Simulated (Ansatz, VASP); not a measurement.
## One calculation of H4C, two programs

```
C H
1.0
     8.68543    0.00000    0.00000
     0.00000    8.68543    0.00000
     0.00000    0.00000    8.68543
C H
8 32
Cartesian
  1.5914 4.2220 6.4895
  1.8195 8.4898 3.9322
  1.0463 1.2913 7.8355
  7.8071 7.5837 1.8506
  3.2595 2.6801 1.3434
  6.9676 7.5886 5.1068
  7.5704 4.4073 4.0254
  5.5985 6.2535 7.7724
  2.2008 4.9084 7.0875
  0.8516 3.7321 7.1276
  2.2293 3.4547 6.0343
  1.0684 4.7818 5.7092
  2.2589 7.5042 4.1189
  1.0614 8.4073 3.1480
  2.6023 9.1855 3.6119
  1.3511 8.8605 4.8505
  2.0652 1.6803 7.9206
  0.8570 1.0296 6.7865
  0.3371 2.0655 8.1562
  0.9402 0.4161 8.4855
  8.4801 6.8768 2.3493
  7.6251 8.4367 2.5121
  6.8563 7.0850 1.6320
  8.2660 7.9344 0.9203
  3.4691 3.4722 2.0729
  2.7773 1.8252 1.8380
  4.1921 2.3449 0.8732
  2.5845 3.0762 0.5750
  7.8080 7.4713 5.8029
  6.1783 6.8800 5.3777
  7.3063 7.3764 4.0899
  6.5816 8.6135 5.1496
  7.4142 3.8756 3.0827
  6.9290 3.9883 4.8092
  7.3286 5.4623 3.8956
  8.6171 4.3165 4.3272
  5.7292 7.2852 7.4320
  6.4430 5.9762 8.4118
  5.5714 5.5879 6.9030
  4.6612 6.1651 8.3300
```

Alike in both runs: functional LDA; k mesh 1 × 1 × 1; occupations fermi-dirac, width 0.02 eV; no spin polarisation.

Ansatz relaxed the structure, and its values are those at the end. VASP's run is a single point on that final structure, the one shown.

|  | VASP | Ansatz |
| --- | --- | --- |
| version | VASP 6.6.1 | Ansatz 0.2.0 |
| potentials or method | VASP PAW LDA potentials, release 64 (C, H), cutoff 520 eV | scalar-relativistic, plane waves, PAW |
| valence electrons in the cell | 64 | 64 |

```csv
,VASP,Ansatz,Ansatz less VASP
rms of the force components (eV/Å),0.066,0.049,-0.0172
```

LDA's correlation is that of Perdew and Zunger in VASP and of Perdew and Wang (1992) in Ansatz.
